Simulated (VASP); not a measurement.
# RuAu in VASP: a series of runs, part 2 of 2

VASP 6.6.1.

**3. Single point, PBE**

This run uses another cell than the first one, of 16.48 Å³/atom, 1.061 times its volume.

Input file INCAR:

```
  PREC = Accurate
  ENCUT = 520
  EDIFF = 1E-7
  ISMEAR = -1
  SIGMA = 0.05
  LREAL = False
  LASPH = True
  NELM = 80
  ALGO = Fast
  ISIF = 2
  LWAVE = False
  LCHARG = False
  GGA = PE
  NBANDS = 20
```

Input file KPOINTS:

```
Automatic mesh
0
Gamma
  8 8 8
```

Input file POSCAR:

```
RuAu
1.0
    3.2064570128      0.0000000000      0.0000000000
    0.0000000000      3.2064570128      0.0000000000
    0.0000000000      0.0000000000      3.2064570128
Ru Au
1 1
Direct
    0.0000000000      0.0000000000      0.0000000000
    0.5000000000      0.5000000000      0.5000000000
```

Potentials or basis: VASP PAW PBE potentials, release 64 (Ru_pv, Au).

Launch:

```bash
cat potpaw_PBE.64/Ru_pv/POTCAR potpaw_PBE.64/Au/POTCAR > POTCAR
mpirun -np 1 vasp_std > vasp.out
```

OUTCAR:

```text
PREC = Accurate
   ENCUT = 520
   EDIFF = 1E-7
   ISMEAR = -1
   LREAL = False
   LASPH = True
   NELM = 80
   ISIF = 2
   GGA = PE

 ion  position               nearest neighbor table
   1  0.000  0.000  0.000-   2 2.78   2 2.78   2 2.78   2 2.78   2 2.78   2 2.78   2 2.78   2 2.78

   2  0.500  0.500  0.500-   1 2.78   1 2.78   1 2.78   1 2.78   1 2.78   1 2.78   1 2.78   1 2.78

  LATTYP: Found a simple cubic cell.
 ALAT       =     3.2064570128

  Lattice vectors:

 A1 = (   3.2064570128,   0.0000000000,   0.0000000000)
 A2 = (   0.0000000000,   3.2064570128,   0.0000000000)
 A3 = (   0.0000000000,   0.0000000000,   3.2064570128)

Analysis of symmetry for initial positions (statically):
=====================================================================
 Subroutine PRICEL returns:
 Original cell was already a primitive cell.

 Routine SETGRP: Setting up the symmetry group for a
 simple cubic supercell.

 Subroutine GETGRP returns: Found 48 space group operations
 (whereof 48 operations were pure point group operations)
 out of a pool of 48 trial point group operations.

The static configuration has the point symmetry O_h .

Analysis of symmetry for dynamics (positions and initial velocities):
=====================================================================
 Subroutine PRICEL returns:
 Original cell was already a primitive cell.

 Routine SETGRP: Setting up the symmetry group for a
 simple cubic supercell.

 Subroutine GETGRP returns: Found 48 space group operations
 (whereof 48 operations were pure point group operations)
 out of a pool of 48 trial point group operations.

The dynamic configuration has the point symmetry O_h .

 Subroutine INISYM returns: Found 48 space group operations
 (whereof 48 operations are pure point group operations),
 and found     1 'primitive' translations

----------------------------------------------------------------------------------------

                                     Primitive cell

  volume of cell :      32.9668

  direct lattice vectors                    reciprocal lattice vectors
     3.206457013  0.000000000  0.000000000     0.311870702  0.000000000  0.000000000
     0.000000000  3.206457013  0.000000000     0.000000000  0.311870702  0.000000000
     0.000000000  0.000000000  3.206457013     0.000000000  0.000000000  0.311870702

  length of vectors
     3.206457013  3.206457013  3.206457013     0.311870702  0.311870702  0.311870702

  position of ions in fractional coordinates (direct lattice)
     0.000000000  0.000000000  0.000000000
     0.500000000  0.500000000  0.500000000

  ion indices of the primitive-cell ions
   primitive index   ion index
                 1           1
                 2           2

----------------------------------------------------------------------------------------

 KPOINTS: Automatic mesh

Automatic generation of k-mesh.
 Grid dimensions read from file:
 generate k-points for:    8    8    8

 Generating k-lattice:

  Cartesian coordinates                     Fractional coordinates (reciprocal lattice)
     0.038983838  0.000000000  0.000000000     0.125000000  0.000000000  0.000000000
     0.000000000  0.038983838  0.000000000     0.000000000  0.125000000  0.000000000
     0.000000000  0.000000000  0.038983838     0.000000000  0.000000000  0.125000000

  Length of vectors
     0.038983838  0.038983838  0.038983838

  Shift w.r.t. Gamma in fractional coordinates (k-lattice)
     0.000000000  0.000000000  0.000000000

 Subroutine IBZKPT returns following result:
 ===========================================

 Found     35 irreducible k-points:

 Following reciprocal coordinates:
            Coordinates               Weight
  0.000000  0.000000  0.000000      1.000000
  0.125000  0.000000  0.000000      6.000000
  0.250000  0.000000  0.000000      6.000000
  0.375000  0.000000  0.000000      6.000000
  0.500000  0.000000  0.000000      3.000000
  0.125000  0.125000  0.000000     12.000000
[... 16 lines left out ...]
  0.375000  0.375000  0.125000     24.000000
  0.500000  0.375000  0.125000     24.000000
 [... further k-points ...]
   k-points           NKPTS =     35   k-points in BZ     NKDIM =     35   number of bands    NBANDS=     20
   number of dos      NEDOS =    301   number of ions     NIONS =      2
   total plane-waves  NPLWV =  13824
   dimension x,y,z NGX =    24 NGY =   24 NGZ =   24
   dimension x,y,z NGXF=    48 NGYF=   48 NGZF=   48
   ions per type =               1   1
   NGX,Y,Z   is equivalent  to a cutoff of  12.44, 12.44, 12.44 a.u.
   NGXF,Y,Z  is equivalent  to a cutoff of  24.89, 24.89, 24.89 a.u.
 SYSTEM =  unknown system
   PREC   = accura    normal or accurate (medium, high low for compatibility)
   ISTART =      0    job   : 0-new  1-cont  2-samecut
   ICHARG =      2    charge: 1-file 2-atom 10-const
   ISPIN  =      1    spin polarized calculation?
   LNONCOLLINEAR =      F non collinear calculations
   LSORBIT =      F    spin-orbit coupling
   LASPH  =      T    aspherical Exc in radial PAW
   ENCUT  =  520.0 eV  38.22 Ry    6.18 a.u.   5.96  5.96  5.96*2*pi/ulx,y,z
   NELM   =     80;   NELMIN=  2; NELMDL= -5     # of ELM steps
   EDIFF  = 0.1E-06   stopping-criterion for ELM
   LREAL  =      F    real-space projection
   EDIFFG = 0.1E-05   stopping-criterion for IOM
   NSW    =      0    number of steps for IOM
   IBRION =     -1    ionic relax: 0-MD 1-quasi-New 2-CG
   NFREE  =      0    steps in history (QN), initial steepest desc. (CG)
   ISIF   =      2    stress and relaxation
   ISYM   =      2    0-nonsym 1-usesym 2-fastsym
   POTIM  = 0.5000    time-step for ionic-motion
   TEBEG  =    0.0;   TEEND  =   0.0 temperature during run
   PSTRESS=    0.0 pullay stress
   NELECT =      25.0000    total number of electrons
   NUPDOWN=      -1.0000    fix difference up-down
   EMIN   =  10.00;   EMAX   =-10.00  energy-range for DOS
   EFERMI =   0.00;   METHOD = LEGACY
   ISMEAR =    -1;   SIGMA  =   0.05  broadening in eV -4-tet -1-fermi 0-gaus
   EFERMI_NEDOS =   21; number of points for ismear=-14 and -15
   IALGO  =     68    algorithm
   IMIX   =      4    mixing-type and parameters
     AMIX     =   0.40;   BMIX     =  1.00
     AMIX_MAG =   1.60;   BMIX_MAG =  1.00
  volume/ion in A,a.u.               =      16.48       111.24
  Fermi-wavevector in a.u.,A,eV,Ry     =   1.492896  2.821163 30.323808  2.228737
  Thomas-Fermi vector in A             =   2.605365
   LORBIT       =      0    0 simple, 1 ext, 2 COOP (PROOUT), +10 PAW based schemes
   GGA     = PE    functional components
   LHFCALC =     F    Hartree Fock is set to
   AEXX    =    0.0000 exact exchange contribution
   IVDW    =     0    specifies the selected vdW correction
   LEPSILON=     F    determine dielectric tensor
   LRPA    =     F    only Hartree local field effects (RPA)
 non-spin polarized calculation
 RMM-DIIS sequential band-by-band and
  energy-cutoff  :      520.00
  volume of cell :       32.97
 maximum number of plane-waves:       912
 NGX is ok and might be reduce to    24
   NGX = 11   NGY = 11   NGZ = 11

 number of electron      25.0000008 magnetization

 Free energy of the ion-electron system (eV)
  ---------------------------------------------------
  ext. energy  EPLUGINS =         0.00000000
  ---------------------------------------------------
  free energy    TOTEN  =       -11.22187750 eV

  energy without entropy =      -11.19519631  energy(sigma->0) =      -11.20853691

 E-fermi :   9.7294     XC(G=0): -12.9303

 val. band max:        9.7230710096   @ k =   0.3750   0.1250   0.0000
 cond. band min:       9.7805480591   @ k =   0.3750   0.1250   0.1250
 fundamental gap:      0.0574770495
 Fermi energy:         9.7293678308

 k-point     1 :       0.0000    0.0000    0.0000
  band No.  band energies     occupation
      1     -32.7033      2.00000
      2     -32.7033      2.00000
      3     -32.7033      2.00000
      4       1.1488      2.00000
      5       3.5308      2.00000
      6       3.5308      2.00000
[... 12 lines left out ...]
     19      23.4018      0.00000
     20      26.6121      0.00000

 k-point     2 :       0.1250    0.0000    0.0000
  band No.  band energies     occupation
      1     -32.7168      2.00000
      2     -32.7025      2.00000
      3     -32.7025      2.00000
      4       1.4393      2.00000
      5       3.6447      2.00000
      6       3.7143      2.00000
[... 498 lines left out ...]
 k-point    24 :       0.5000    0.3750    0.1250
  band No.  band energies     occupation
      1     -32.7835      2.00000
      2     -32.7693      2.00000
      3     -32.7037      2.00000
      4       3.6752      2.00000
      5       3.6890      2.00000
      6       4.6363      2.00000
[... 12 lines left out ...]
     19      22.0917      0.00000
     20      22.7149      0.00000

 [... further k-points ...]
[... 5 lines left out ...]
  --------------------------------------------------------------------------------------
  -------------------------------------------------------------------------------------
  Total       -1.4890337     -1.4890337     -1.4890337      0.0000000      0.0000000      0.0000000
  in kB      -72.3667144    -72.3667144    -72.3667144      0.0000000      0.0000000      0.0000000
  external PRESSURE =     -72.3667144 kB  Pullay stress =       0.0000000 kB

 VOLUME and BASIS-vectors are now :
 -----------------------------------------------------------------------------
  energy-cutoff  :      520.00
  volume of cell :       32.97
      direct lattice vectors                 reciprocal lattice vectors
     3.206457013  0.000000000  0.000000000     0.311870702  0.000000000  0.000000000
     0.000000000  3.206457013  0.000000000     0.000000000  0.311870702  0.000000000
     0.000000000  0.000000000  3.206457013     0.000000000  0.000000000  0.311870702

 POSITION                                       TOTAL-FORCE (eV/Angst)
 -----------------------------------------------------------------------------------
      0.00000      0.00000      0.00000         0.000000      0.000000      0.000000
      1.60323      1.60323      1.60323         0.000000      0.000000      0.000000
 -----------------------------------------------------------------------------------
    total drift:                                0.000000      0.000000     -0.000000

  FREE ENERGIE OF THE ION-ELECTRON SYSTEM (eV)
  ---------------------------------------------------
  free  energy   TOTEN  =       -11.2218774984 eV

  energy  without entropy=      -11.1951963127  energy(sigma->0) =      -11.20853691
```

stdout:

```text
POSCAR found type information on POSCAR RuAu
 POSCAR found :  2 types and       2 ions
 scaLAPACK will be used
 LDA part: xc-table for (Slater+PW92), standard interpolation
 POSCAR, INCAR and KPOINTS ok, starting setup
 FFT: planning ... GRIDC
 FFT: planning ... GRID_SOFT
 FFT: planning ... GRID
 WAVECAR not read
 entering main loop
```

Run time: 28 s. Hardware: 1 thread of Intel Xeon 8259CL, shared host; peak memory 0.15 GiB.

What came out:

| Quantity | Value |
| --- | --- |
| Free energy | -11.2219 eV |
| Pressure | -7.2 GPa |

Levels at points of the mesh, in eV from the Fermi level:
```
           k point  band 8  band 9  band 10  band 11  band 12  band 13  band 14  band 15  band 16  band 17
(0.00, 0.00, 0.00)   -4.12   -4.12    -1.08    -1.08     0.50     0.50     0.50     7.50     7.50     7.50
(0.50, 0.00, 0.00)   -4.22   -3.50    -2.63    -1.72    -1.56    -1.56    -0.44     1.35    11.39    13.93
(0.50, 0.50, 0.00)   -2.71   -2.23    -0.73     0.32     0.32     0.44     0.72     0.72     5.30     7.52
(0.50, 0.50, 0.50)   -3.28   -3.28    -2.66    -2.66     0.51     0.51     3.24     8.32     8.61     8.61
```

Caveat: spin-orbit coupling is left out, which moves the levels of the heavy elements.

**4. Single point, PBE**

This run uses another cell than the first one, of 16.80 Å³/atom, 1.082 times its volume.

Input file INCAR:

```
SYSTEM = RuAu
ALGO     = Normal         ! electronic algorithm
EDIFF    = 1E-6           ! SCF threshold, eV
ENCUT    = 520            ! plane-wave cutoff, eV
GGA      = PE             ! functional
ISIF     = 2              ! what is computed and relaxed
ISMEAR   = -1             ! smearing method
LASPH    = .TRUE.         ! aspherical terms in the spheres
LCHARG   = .TRUE.         ! write CHGCAR
LELF     = .TRUE.         ! ELF
LREAL    = .FALSE.        ! projectors in reciprocal space
LVHAR    = .TRUE.       
LWAVE    = .FALSE.        ! write WAVECAR
NBANDS   = 20             ! bands
NELM     = 100            ! most SCF steps
PREC     = Accurate       ! precision mode
SIGMA    = 0.05           ! smearing width, eV
```

Input file KPOINTS:

```
k-points
0
G
  8 8 8
  0 0 0
```

Input file POSCAR:

```
RuAu
1.0
    3.2268808565      0.0000000000      0.0000000000
    0.0000000000      3.2268808565      0.0000000000
    0.0000000000      0.0000000000      3.2268808565
Ru Au
1 1
Direct
    0.0000000000      0.0000000000      0.0000000000
    0.5000000000      0.5000000000      0.5000000000
```

Launch:

```bash
cat potpaw_PBE.64/Ru_pv/POTCAR potpaw_PBE.64/Au/POTCAR > POTCAR
mpirun -np 1 vasp_std > vasp.out
```

It took 27 s on 1 thread of Intel Xeon 8259CL, shared host; peak memory 0.15 GiB.

Results (log left out):

```
Free energy : -11.1876 eV
Pressure    : -10.3 GPa
```

Levels at points of the mesh, in eV from the Fermi level:
```
           k point  band 8  band 9  band 10  band 11  band 12  band 13  band 14  band 15  band 16  band 17
(0.00, 0.00, 0.00)   -4.03   -4.03    -1.05    -1.05     0.48     0.48     0.48     7.45     7.45     7.45
(0.50, 0.00, 0.00)   -4.14   -3.44    -2.54    -1.71    -1.50    -1.50    -0.42     1.32    11.42    13.79
(0.50, 0.50, 0.00)   -2.67   -2.20    -0.71     0.37     0.37     0.44     0.69     0.69     5.16     7.35
(0.50, 0.50, 0.50)   -3.18   -3.18    -2.63    -2.63     0.50     0.50     3.17     8.18     8.49     8.49
```

Caveat: spin-orbit coupling is left out, which moves the levels of the heavy elements.

**5. Single point, PBE (atoms moved at random)**

Input file INCAR:

```
SYSTEM = RuAu
PREC = Accurate
ENCUT = 520
EDIFF = 1E-6
ISMEAR = -1
SIGMA = 0.05
LREAL = .False.
LASPH = .True.
NELM = 100
ALGO = Fast
ISIF = 2
LWAVE = .False.
LCHARG = .True.
GGA = PE
LELF = .True.
LVHAR = .True.
NBANDS = 20
```

Input file KPOINTS:

```
regular mesh
0
Gamma
  8 8 8
  0 0 0
```

Input file POSCAR:

```
RuAu
1.0
    3.1648100000      0.0000000000      0.0000000000
    0.0000000000      3.1648100000      0.0000000000
    0.0000000000      0.0000000000      3.1648100000
Ru Au
1 1
Direct
    0.0045850000     -0.0028690000      0.0041200000
    0.4853950000      0.4989660000      0.4970920000
```

Launch:

```bash
cat potpaw_PBE.64/Ru_pv/POTCAR potpaw_PBE.64/Au/POTCAR > POTCAR
mpirun -np 1 vasp_std > vasp.out
```

It took 2.4 min on 1 thread of Intel Xeon 8259CL, shared host; peak memory 0.27 GiB.

The run converged. Its results:

| Quantity | Value |
| --- | --- |
| Free energy | -11.2324 eV |
| Pressure | 0.5 GPa |
| Largest force | 0.552 eV/Å |

Forces on the atoms (eV/Å):
```
Ru  -0.515  0.050 -0.191
Au   0.515 -0.050  0.191
```

Stress tensor (GPa, compression positive):
```
 0.27 -0.06  0.24
-0.06  0.56 -0.02
 0.24 -0.02  0.52
```

Levels at points of the mesh, in eV from the Fermi level:
```
           k point  band 9  band 10  band 11  band 12  band 13  band 14  band 15  band 16
(0.00, 0.00, 0.00)   -4.30    -1.17    -1.14     0.52     0.52     0.54     7.61     7.62
(0.50, 0.00, 0.00)   -3.67    -2.82    -1.76    -1.68    -1.67    -0.48     1.42    11.32
(0.00, 0.50, 0.00)   -3.67    -2.80    -1.80    -1.66    -1.61    -0.48     1.41    11.32
(0.00, 0.00, 0.50)   -3.67    -2.80    -1.80    -1.66    -1.62    -0.48     1.41    11.32
(0.50, 0.50, 0.00)   -2.32    -0.80     0.23     0.25     0.45     0.79     0.79     5.60
(0.00, 0.50, 0.50)   -2.33    -0.79     0.23     0.23     0.45     0.77     0.77     5.60
(0.50, 0.00, 0.50)   -2.31    -0.80     0.23     0.25     0.45     0.79     0.79     5.60
(0.50, 0.50, 0.50)   -3.51    -2.74    -2.74     0.52     0.52     3.39     8.38     8.57
```

Caveat: the cell differs from its parent crystal (atoms moved at random); spin-orbit coupling is left out, which moves the levels of the heavy elements.

**6. The runs side by side**

| cell | gap on the mesh (eV) | pressure (GPa) |
| --- | --- | --- |
| a = 3.144 Å, 2 atoms | none | 4.6 |
| a = 3.206 Å, 2 atoms | none | -7.2 |
| a = 3.227 Å, 2 atoms | none | -10.3 |
| a = 3.165 Å, 2 atoms | none | 0.5 |

Alike in all rows: task single point; level PBE; potentials or basis VASP PAW PBE potentials, release 64 (Ru_pv, Au); no spin polarisation; k mesh 8 × 8 × 8; cutoff (eV) 520; smearing fermi-dirac 0.05 eV.

Caveats: spin-orbit coupling is left out, which moves the levels of the heavy elements.

Total energies depend on the potentials used, so only differences within one code and one set of settings carry meaning.
